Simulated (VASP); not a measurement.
# Sn4HO8 (a cell with a defect) in VASP: notebook

The runs below take Sn4HO8 (a cell with a defect) through single point, with PBE.

Everything below comes from runs of VASP 6.6.1. Logs are shortened: lines on timing, memory, paths and dates and some standing lists are left out, and cuts for length are marked.

## Step 1: The cell of the first run

The cell holds a defect, 13 atoms: a = 5.813 Å, b = 5.813 Å, c = 5.813 Å, α = 108.08°, β = 108.08°, γ = 112.29°.

## Step 2: Single point, PBE

File INCAR:

```
ALGO = Normal
EDIFF = 1E-6
ENCUT = 520
GGA = PE
ISIF = 2
ISMEAR = 0
LASPH = T
LCHARG = F
LREAL = F
LWAVE = F
NBANDS = 64
NELECT = 106.0
NELM = 60
PREC = Accurate
SIGMA = 0.02
```

File KPOINTS:

```
k-points
0
Gamma
  3 3 3
```

File POSCAR:

```
Sn4HO8
1.0
    0.0000000000      4.8271903452     -3.2381522545
    0.0000000000     -4.8271903452     -3.2381522545
   -4.8271903452      0.0000000000      3.2381522545
Sn O H
4 8 1
Direct
    0.2500423452      0.7473175360      0.4781678026
    0.7499577082      0.2470077878      0.4780306628
    0.0334350516     -0.0077298882      0.0066365728
    0.4912756438      0.5059251593     -0.0218874733
    0.5681103859      0.7719430358      0.8092077835
    0.0563429686      0.2600513226      0.8091184977
    0.9170911067      0.7355975385      0.1956916824
    0.4792340318      0.2971626948      0.1951930487
    0.4887079847      0.1961060985      0.6655861423
   -0.0121875395      0.6807940421      0.6496756448
    0.5433972057      0.8129593955      0.3374814092
    0.0230999381      0.3009460358      0.3048069156
    0.2531806527      0.8606081188      0.0950439007
```

Potentials or basis: VASP PAW PBE potentials, release 64 (Sn_d, O, H).

Run with:

```console
cat potpaw_PBE.64/Sn_d/POTCAR potpaw_PBE.64/O/POTCAR potpaw_PBE.64/H/POTCAR > POTCAR
mpirun -np 1 vasp_std > vasp.out
```

OUTCAR:

```text
EDIFF = 1E-6
   ENCUT = 520
   GGA = PE
   ISIF = 2
   ISMEAR = 0
   LASPH = T
   LREAL = F
   NELECT = 106.0
   NELM = 60
   PREC = Accurate

 ion  position               nearest neighbor table
   1  0.250  0.747  0.478-  10 2.05  11 2.07   7 2.07  12 2.11   9 2.11   5 2.14   2 3.24   2 3.24
                             3 3.57   4 3.72   4 3.72   3 3.75
   2  0.750  0.247  0.478-  10 2.05  11 2.07   8 2.07  12 2.11   9 2.11   6 2.14   1 3.24   1 3.24
                             3 3.57   4 3.72   4 3.72   3 3.76
   3  0.033  0.992  0.007-  13 1.75  12 2.11   7 2.15   8 2.15  10 2.15   6 2.19   5 2.19   4 3.25
                             4 3.25   1 3.57   2 3.57   1 3.75   2 3.76
   4  0.491  0.506  0.978-   7 2.00   8 2.00   5 2.06   6 2.06   9 2.12  11 2.13   3 3.25   3 3.25
                             2 3.72   2 3.72   1 3.72   1 3.72
   5  0.568  0.772  0.809-   4 2.06   1 2.14   3 2.19
   6  0.056  0.260  0.809-   4 2.06   2 2.14   3 2.19
   7  0.917  0.736  0.196-   4 2.00   1 2.07   3 2.15
   8  0.479  0.297  0.195-   4 2.00   2 2.07   3 2.15
   9  0.489  0.196  0.666-   2 2.11   1 2.11   4 2.12
  10  0.988  0.681  0.650-   1 2.05   2 2.05   3 2.15
  11  0.543  0.813  0.337-   1 2.07   2 2.07   4 2.13
  12  0.023  0.301  0.305-   3 2.11   1 2.11   2 2.11
  13  0.253  0.861  0.095-   3 1.75

  LATTYP: Found a body centered tetragonal cell.
 ALAT       =     6.8266780543
 C/A-ratio  =     0.9486758358

  Lattice vectors:

 A1 = (   0.0000000000,   4.8271903452,  -3.2381522545)
 A2 = (   0.0000000000,  -4.8271903452,  -3.2381522545)
 A3 = (  -4.8271903452,   0.0000000000,   3.2381522545)

Analysis of symmetry for initial positions (statically):
=====================================================================
 Subroutine PRICEL returns:
 Original cell was already a primitive cell.

 Routine SETGRP: Setting up the symmetry group for a
 body centered tetragonal supercell.

 Subroutine GETGRP returns: Found  1 space group operations
 (whereof  1 operations were pure point group operations)
 out of a pool of 16 trial point group operations.

The static configuration has the point symmetry C_1 .

Analysis of symmetry for dynamics (positions and initial velocities):
=====================================================================
 Subroutine PRICEL returns:
 Original cell was already a primitive cell.

 Routine SETGRP: Setting up the symmetry group for a
 body centered tetragonal supercell.

 Subroutine GETGRP returns: Found  1 space group operations
 (whereof  1 operations were pure point group operations)
 out of a pool of 16 trial point group operations.

The dynamic configuration has the point symmetry C_1 .

 Subroutine INISYM returns: Found  1 space group operations
 (whereof  1 operations are pure point group operations),
 and found     1 'primitive' translations

----------------------------------------------------------------------------------------

                                     Primitive cell

  volume of cell :     150.9093

  direct lattice vectors                    reciprocal lattice vectors
     0.000000000  4.827190345 -3.238152255    -0.103579922  0.103579922 -0.154409046
     0.000000000 -4.827190345 -3.238152255    -0.103579922 -0.103579922 -0.154409046
    -4.827190345  0.000000000  3.238152255    -0.207159844  0.000000000  0.000000000

  length of vectors
     5.812692720  5.812692720  5.812692720     0.212837389  0.212837389  0.207159844

  position of ions in fractional coordinates (direct lattice)
     0.250042345  0.747317536  0.478167803
     0.749957708  0.247007788  0.478030663
     0.033435052  0.992270112  0.006636573
     0.491275644  0.505925159  0.978112527
     0.568110386  0.771943036  0.809207783
     0.056342969  0.260051323  0.809118498
     0.917091107  0.735597539  0.195691682
     0.479234032  0.297162695  0.195193049
     0.488707985  0.196106099  0.665586142
     0.987812461  0.680794042  0.649675645
     0.543397206  0.812959396  0.337481409
     0.023099938  0.300946036  0.304806916
     0.253180653  0.860608119  0.095043901

  ion indices of the primitive-cell ions
   primitive index   ion index
                 1           1
                 2           2
                 3           3
                 4           4
                 5           5
                 6           6
                 7           7
                 8           8
                 9           9
                10          10
                11          11
                12          12
                13          13

----------------------------------------------------------------------------------------

 KPOINTS: k-points

Automatic generation of k-mesh.
 Grid dimensions read from file:
 generate k-points for:    3    3    3

 Generating k-lattice:

  Cartesian coordinates                     Fractional coordinates (reciprocal lattice)
    -0.034526641  0.034526641 -0.051469682     0.333333333  0.000000000 -0.000000000
    -0.034526641 -0.034526641 -0.051469682     0.000000000  0.333333333 -0.000000000
    -0.069053281  0.000000000  0.000000000     0.000000000  0.000000000  0.333333333

  Length of vectors
     0.070945796  0.070945796  0.069053281

  Shift w.r.t. Gamma in fractional coordinates (k-lattice)
     0.000000000  0.000000000  0.000000000

 Subroutine IBZKPT returns following result:
 ===========================================

 Found     14 irreducible k-points:

 Following reciprocal coordinates:
            Coordinates               Weight
  0.000000  0.000000  0.000000      1.000000
  0.333333  0.000000 -0.000000      2.000000
  0.333333  0.000000 -0.333333      2.000000
  0.000000  0.333333 -0.333333      2.000000
  0.000000  0.333333 -0.000000      2.000000
  0.333333  0.333333 -0.000000      2.000000
 -0.333333 -0.000000 -0.333333      2.000000
  0.333333  0.333333  0.333333      2.000000
 -0.000000 -0.333333 -0.333333      2.000000
 -0.333333  0.333333  0.000000      2.000000
  0.000000  0.000000  0.333333      2.000000
 -0.333333  0.333333  0.333333      2.000000
  0.333333 -0.333333  0.333333      2.000000
 -0.333333 -0.333333  0.333333      2.000000
   k-points           NKPTS =     14   k-points in BZ     NKDIM =     14   number of bands    NBANDS=     64
   number of dos      NEDOS =    301   number of ions     NIONS =     13
   total plane-waves  NPLWV = 110592
   dimension x,y,z NGX =    48 NGY =   48 NGZ =   48
   dimension x,y,z NGXF=    96 NGYF=   96 NGZF=   96
   ions per type =               4   8   1
   NGX,Y,Z   is equivalent  to a cutoff of  13.73, 13.73, 13.73 a.u.
   NGXF,Y,Z  is equivalent  to a cutoff of  27.46, 27.46, 27.46 a.u.
 SYSTEM =  unknown system
   PREC   = accura    normal or accurate (medium, high low for compatibility)
   ISTART =      0    job   : 0-new  1-cont  2-samecut
   ICHARG =      2    charge: 1-file 2-atom 10-const
   ISPIN  =      1    spin polarized calculation?
   LNONCOLLINEAR =      F non collinear calculations
   LSORBIT =      F    spin-orbit coupling
   LASPH  =      T    aspherical Exc in radial PAW
   ENCUT  =  520.0 eV  38.22 Ry    6.18 a.u.  10.81 10.81 10.81*2*pi/ulx,y,z
   NELM   =     60;   NELMIN=  2; NELMDL= -5     # of ELM steps
   EDIFF  = 0.1E-05   stopping-criterion for ELM
   LREAL  =      F    real-space projection
   EDIFFG = 0.1E-04   stopping-criterion for IOM
   NSW    =      0    number of steps for IOM
   IBRION =     -1    ionic relax: 0-MD 1-quasi-New 2-CG
   NFREE  =      0    steps in history (QN), initial steepest desc. (CG)
   ISIF   =      2    stress and relaxation
   ISYM   =      2    0-nonsym 1-usesym 2-fastsym
   POTIM  = 0.5000    time-step for ionic-motion
   TEBEG  =    0.0;   TEEND  =   0.0 temperature during run
   PSTRESS=    0.0 pullay stress
   NELECT =     106.0000    total number of electrons
   NUPDOWN=      -1.0000    fix difference up-down
   EMIN   =  10.00;   EMAX   =-10.00  energy-range for DOS
   EFERMI =   0.00;   METHOD = LEGACY
   ISMEAR =     0;   SIGMA  =   0.02  broadening in eV -4-tet -1-fermi 0-gaus
   EFERMI_NEDOS =   21; number of points for ismear=-14 and -15
   IALGO  =     38    algorithm
   IMIX   =      4    mixing-type and parameters
     AMIX     =   0.40;   BMIX     =  1.00
     AMIX_MAG =   1.60;   BMIX_MAG =  1.00
  volume/ion in A,a.u.               =      11.61        78.34
  Fermi-wavevector in a.u.,A,eV,Ry     =   1.455252  2.750027 28.813836  2.117757
  Thomas-Fermi vector in A             =   2.572308
   LORBIT       =      0    0 simple, 1 ext, 2 COOP (PROOUT), +10 PAW based schemes
   GGA     = PE    functional components
   LHFCALC =     F    Hartree Fock is set to
   AEXX    =    0.0000 exact exchange contribution
   IVDW    =     0    specifies the selected vdW correction
   LEPSILON=     F    determine dielectric tensor
   LRPA    =     F    only Hartree local field effects (RPA)
 non-spin polarized calculation
 Gauss-broadening in eV      SIGMA  =   0.02
  energy-cutoff  :      520.00
  volume of cell :      150.91
 maximum number of plane-waves:      4079
 NGX is ok and might be reduce to    48
   NGX = 21   NGY = 21   NGZ = 21

 number of electron     105.9999996 magnetization

 Free energy of the ion-electron system (eV)
  ---------------------------------------------------
  ext. energy  EPLUGINS =         0.00000000
  ---------------------------------------------------
  free energy    TOTEN  =       -66.85745100 eV

  energy without entropy =      -66.85745100  energy(sigma->0) =      -66.85745100

 E-fermi :   7.8841     XC(G=0): -11.2045

 val. band max:        7.8031631506   @ k =  -0.3333  -0.3333   0.3333
 cond. band min:       7.9634108092   @ k =   0.0000   0.0000   0.0000
 fundamental gap:      0.1602476586
 Fermi energy:         7.8841056430

 k-point     1 :       0.0000    0.0000    0.0000
  band No.  band energies     occupation
      1     -15.4141      2.00000
      2     -15.3219      2.00000
      3     -15.0257      2.00000
      4     -14.8822      2.00000
      5     -14.7935      2.00000
      6     -14.6852      2.00000
[... 56 lines left out ...]
     63      15.9182      0.00000
     64      16.0978      0.00000

 k-point     2 :       0.3333    0.0000   -0.0000
  band No.  band energies     occupation
      1     -15.2666      2.00000
      2     -15.1926      2.00000
      3     -15.1346      2.00000
      4     -14.8862      2.00000
      5     -14.8078      2.00000
      6     -14.7140      2.00000
[... 56 lines left out ...]
     63      15.4570      0.00000
     64      15.9459      0.00000

 k-point     3 :       0.3333    0.0000   -0.3333
  band No.  band energies     occupation
      1     -15.3001      2.00000
      2     -15.2097      2.00000
      3     -14.9784      2.00000
      4     -14.9380      2.00000
      5     -14.9193      2.00000
      6     -14.7200      2.00000
[... 726 lines left out ...]
     63      15.5751      0.00000
     64      15.7413      0.00000

 k-point    14 :      -0.3333   -0.3333    0.3333
  band No.  band energies     occupation
      1     -15.2272      2.00000
      2     -15.1363      2.00000
      3     -15.0484      2.00000
      4     -14.9504      2.00000
      5     -14.8867      2.00000
      6     -14.8599      2.00000
[... 56 lines left out ...]
     63      15.6247      0.00000
     64      15.9344      0.00000

------------------------ aborting loop because EDIFF is reached ----------------------------------------

  FORCE on cell =-STRESS in cart. coord.  units (eV):
  Direction    XX          YY          ZZ          XY          YZ          ZX
  --------------------------------------------------------------------------------------
  -------------------------------------------------------------------------------------
  Total       20.1720243     16.3656421     23.9255441      1.4427532     -0.0079369     -0.0056800
  in kB      214.1627606    173.7510839    254.0132065     15.3174513     -0.0842646     -0.0603034
  external PRESSURE =     213.9756837 kB  Pullay stress =       0.0000000 kB

 VOLUME and BASIS-vectors are now :
 -----------------------------------------------------------------------------
  energy-cutoff  :      520.00
  volume of cell :      150.91
      direct lattice vectors                 reciprocal lattice vectors
     0.000000000  4.827190345 -3.238152255    -0.103579922  0.103579922 -0.154409046
     0.000000000 -4.827190345 -3.238152255    -0.103579922 -0.103579922 -0.154409046
    -4.827190345  0.000000000  3.238152255    -0.207159844  0.000000000  0.000000000

 POSITION                                       TOTAL-FORCE (eV/Angst)
 -----------------------------------------------------------------------------------
     -2.30821     -2.40044     -1.68122         0.013261     -0.007723     -0.019314
     -2.30755      2.42783     -1.68039         0.012500     -0.007649      0.018126
     -0.03204     -4.62848     -3.29990        -0.001001      0.018438      0.000938
     -4.72154     -0.07072     -0.06181         0.023212     -0.009001     -0.000001
     -3.90620     -0.98394     -1.71896         0.006741     -0.013619     -0.028550
     -3.90577     -0.98334      1.59552         0.006682     -0.013295      0.028253
     -0.94464      0.87610     -4.71798        -0.014449      0.011027     -0.026868
     -0.94223      0.87889     -1.88203        -0.014277      0.008894      0.027120
     -3.21291      1.41245     -0.06226        -0.009914     -0.013393     -0.000070
     -3.13611      1.48204     -3.29945        -0.032583     -0.038017      0.000322
     -1.62909     -1.30123     -3.29927        -0.004930      0.033454     -0.000514
     -1.47136     -1.34122     -0.06230         0.018240      0.021493      0.000289
     -0.45879     -2.93217     -3.29885        -0.003482      0.009392      0.000271
 -----------------------------------------------------------------------------------
    total drift:                               -0.000162     -0.000044     -0.000222

  FREE ENERGIE OF THE ION-ELECTRON SYSTEM (eV)
  ---------------------------------------------------
  free  energy   TOTEN  =       -66.8574509997 eV

  energy  without entropy=      -66.8574509995  energy(sigma->0) =      -66.85745100
```

Run time: 3.4 min. Hardware: 1 thread of Intel Xeon Platinum 8259CL at 2.50GHz (Skylake/Cascade Lake), shared host; peak memory 0.37 GiB.

Results:

```yaml
Free_energy: -66.8575 eV
Largest_force: 0.050 eV/Å
```

Forces on the atoms (eV/Å):
```
Sn   0.013 -0.008 -0.019
Sn   0.013 -0.008  0.018
Sn  -0.001  0.018  0.001
Sn   0.023 -0.009  0.000
O    0.007 -0.014 -0.029
O    0.007 -0.013  0.028
O   -0.014  0.011 -0.027
O   -0.014  0.009  0.027
O   -0.010 -0.013  0.000
O   -0.033 -0.038  0.000
O   -0.005  0.033 -0.001
O    0.018  0.021  0.000
H   -0.003  0.009  0.000
```

Caveat: the k points lie up to 0.45 Å⁻¹ apart; the cell carries a net charge on a neutralising background, which shifts energy and pressure; the cell is charged against a uniform background, so pressure and absolute levels hang on convention; spin-orbit coupling is left out, which moves the levels of the heavy elements.

## Step 3: Single point, PBE

File INCAR:

```
PREC = Accurate
ENCUT = 520
EDIFF = 1E-6
ISMEAR = 0
SIGMA = 0.02
LREAL = False
LASPH = True
NELM = 60
ALGO = Normal
ISIF = 2
LWAVE = False
LCHARG = False
GGA = PE
NBANDS = 64
NELECT = 106.0
```

File KPOINTS:

```
Automatic mesh
0
Gamma
  3 3 3
```

File POSCAR:

```
Sn4HO8
1.0
    0.0000000000      4.8271903452     -3.2381522545
    0.0000000000     -4.8271903452     -3.2381522545
   -4.8271903452      0.0000000000      3.2381522545
Sn O H
4 8 1
Direct
    0.2509460117      0.7464433567      0.4858822280
    0.7521497326      0.2476253974      0.4858718700
    0.0333465857     -0.0157741208      0.0048763356
    0.4929431578      0.5089646930     -0.0107946852
    0.5669374359      0.7717681820      0.8165288124
    0.0574637783      0.2622806447      0.8165209404
    0.9218235754      0.7349908766      0.1940932371
    0.4718071733      0.2849179198      0.1940406185
    0.4865763096      0.1961860619      0.6700427720
   -0.0365157191      0.6786893491      0.6294846034
    0.5468706422      0.8149178720      0.3491014191
    0.0240168092      0.2990328962      0.3103297970
    0.2427598405      0.8257496956      0.0558573374
```

Potentials or basis: VASP PAW PBE potentials, release 64 (Sn_d, O, H).

Run with:

```console
cat potpaw_PBE.64/Sn_d/POTCAR potpaw_PBE.64/O/POTCAR potpaw_PBE.64/H/POTCAR > POTCAR
mpirun -np 1 vasp_std > vasp.out
```

Wall time 3.3 min (1 thread of Intel Xeon Platinum 8259CL at 2.50GHz (Skylake/Cascade Lake), shared host); peak memory 0.37 GiB.

It converged, with:

```
Free energy   : -66.8266 eV
Largest force : 0.177 eV/Å
```

Forces in eV/Å, atoms in the order of the input:
```
Sn   0.045  0.009 -0.013
Sn   0.045  0.009  0.013
Sn  -0.014 -0.016  0.000
Sn   0.051  0.044  0.000
O    0.012 -0.020 -0.011
O    0.012 -0.020  0.011
O   -0.030 -0.002  0.021
O   -0.030 -0.002 -0.021
O    0.011  0.008  0.000
O   -0.062  0.039  0.000
O    0.051  0.027  0.000
O    0.043  0.042  0.000
H   -0.132 -0.118  0.000
```

Levels at points of the mesh, in eV from the Fermi level:
```
           k point  band 51  band 52  band 53  band 54  band 55  band 56
(0.00, 0.00, 0.00)    -2.72    -2.27    -1.97     0.08     2.03     2.15
```

Caveat: the k points lie up to 0.45 Å⁻¹ apart; the cell carries a net charge on a neutralising background, which shifts energy and pressure; the cell is charged against a uniform background, so pressure and absolute levels hang on convention; spin-orbit coupling is left out, which moves the levels of the heavy elements.

## Step 4: Single point, PBE

File INCAR:

```
SYSTEM = Sn4HO8
PREC = Accurate ; ENCUT = 520
EDIFF = 1E-6 ; ISMEAR = 0
SIGMA = 0.02 ; LREAL = .False.
LASPH = .True. ; NELM = 80
ALGO = Normal ; ISIF = 2
LWAVE = .False. ; LCHARG = .False.
GGA = PE ; NELECT = 106.0
NBANDS = 64
```

File KPOINTS:

```
Automatic mesh
0
Gamma
  3 3 3
  0 0 0
```

File POSCAR:

```
Sn4HO8
1.0
    0.0000000000      4.8271903452     -3.2381522545
    0.0000000000     -4.8271903452     -3.2381522545
   -4.8271903452      0.0000000000      3.2381522545
Sn O H
4 8 1
Direct
    0.2508090305      0.7481583845      0.4940695994
    0.7522605942      0.2496106412      0.4940702209
    0.0308269675     -0.0235657499      0.0009119176
    0.4890456859      0.5161059406     -0.0011982125
    0.5692299128      0.7709673481      0.8190339964
    0.0544167203      0.2561541556      0.8190339964
    0.9248935883      0.7324990620      0.1889478008
    0.4627976495      0.2704058162      0.1889498724
    0.4833092300      0.1981423107      0.6751028584
   -0.0532940689      0.6788096493      0.6191659716
    0.5522265909      0.8180050062      0.3638820669
    0.0229892311      0.2999532421      0.3165934821
    0.2410509152      0.7876502434      0.0223537902
```

Run with:

```console
cat potpaw_PBE.64/Sn_d/POTCAR potpaw_PBE.64/O/POTCAR potpaw_PBE.64/H/POTCAR > POTCAR
mpirun -np 1 vasp_std > vasp.out
```

Run time: 2.9 min. Hardware: 1 thread of Intel Xeon Platinum 8259CL at 2.50GHz (Skylake/Cascade Lake), shared host; peak memory 0.35 GiB.

It converged, with:

```yaml
Free_energy: -66.7132 eV
Largest_force: 0.436 eV/Å
```

Forces on the atoms (eV/Å):
```
Sn   0.058  0.041 -0.001
Sn   0.058  0.041  0.001
Sn  -0.037  0.100  0.000
Sn   0.046  0.157  0.000
O   -0.024 -0.045  0.049
O   -0.024 -0.045 -0.049
O   -0.051 -0.006  0.069
O   -0.051 -0.006 -0.069
O    0.029  0.038  0.000
O    0.028  0.026  0.000
O    0.110  0.013  0.000
O    0.056  0.078  0.000
H   -0.196 -0.389  0.000
```

Levels at points of the mesh, in eV from the Fermi level:
```tsv
k point	band 49	band 50	band 51	band 52	band 53	band 54	band 55	band 56	band 57	band 58
(0.00, 0.00, 0.00)	-2.98	-2.91	-2.77	-2.36	-2.03	0.13	1.98	2.06	3.21	3.43
```

Caveat: the k points lie up to 0.45 Å⁻¹ apart; the cell carries a net charge on a neutralising background, which shifts energy and pressure; the cell is charged against a uniform background, so pressure and absolute levels hang on convention; spin-orbit coupling is left out, which moves the levels of the heavy elements.
